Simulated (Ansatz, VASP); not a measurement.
**One calculation of Si2W, two programs**

```xyz
3
Lattice="-1.6012 1.6012 3.9079 1.6012 -1.6012 3.9079 1.6012 1.6012 -3.9079" Properties=species:S:1:pos:R:3 pbc="T T T"
Si    0.0000    0.0000    2.6144
Si    0.0000    0.0000    5.2014
W     0.0000    0.0000    0.0000
```

Alike in both runs: task single point; functional PBEsol; k mesh 14 × 14 × 14; occupations gaussian, width 0.15 eV; no spin polarisation.

|  | VASP | Ansatz |
| --- | --- | --- |
| version | VASP 6.6.1 | Ansatz 0.2.0 |
| potentials or method | VASP PAW PBE potentials, release 64 (Si, W_sv), cutoff 520 eV | scalar-relativistic, plane waves, PAW |
| valence electrons in the cell | 22 | 22 |

```csv
,VASP,Ansatz,Ansatz less VASP
gap on the k mesh at the Fermi level (eV),none,none,-
pressure (GPa),0.3,0.0,-0.32
```

VASP's potentials were made for PBE, not for PBEsol. A gap of «none» marks a metal or a gap that the smearing closes.

Spin-orbit coupling is off throughout.
